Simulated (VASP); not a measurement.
KMgF3:

```
K Mg F
1.0
     3.98590    0.00000    0.00000
     0.00000    3.98590    0.00000
     0.00000    0.00000    3.98590
K Mg F
1 1 3
Direct
  0.50000 0.50000 0.50000
  0.00000 0.00000 0.00000
  0.50000 0.00000 0.00000
  0.00000 0.50000 0.00000
  0.00000 0.00000 0.50000
```

| Property | Result |
| --- | --- |
| Program | VASP 6.6.1 |
| Task | relaxation of volume and atoms at fixed shape |
| Functional | PBE |
| Potentials or basis | VASP PAW PBE potentials, release 64 (K_sv, Mg, F) |
| Cutoff | 600 eV |
| k mesh | 5 × 5 × 5 |
| Occupations | gaussian, width 0.01 eV |
| Spin | no spin polarisation |

At the start: pressure 3.2 GPa; volume 12.67 Å³/atom.

How do energy, volume and symmetry change on relaxing?

Over 3 steps the energy falls by 5.5 meV/atom and the volume is 13.24 Å³/atom (+4.5 %); space group Pm-3m (No. 221, to 0.1 Å) before and after.

The path:
```tsv
step	energy change (eV)	largest force (eV/Å)	pressure (GPa)	volume (Å³)
1	0.0000	0.0000	3.24	63.33
2	-0.0269	0.0000	0.48	65.70
3	-0.0276	0.0000	-0.01	66.18
```

Final structure:
```
K Mg F
1.0
     4.04486    0.00000    0.00000
     0.00000    4.04486    0.00000
     0.00000    0.00000    4.04486
K Mg F
1 1 3
Direct
  0.50000 0.50000 0.50000
  0.00000 0.00000 0.00000
  0.50000 0.00000 0.00000
  0.00000 0.50000 0.00000
  0.00000 0.00000 0.50000
```
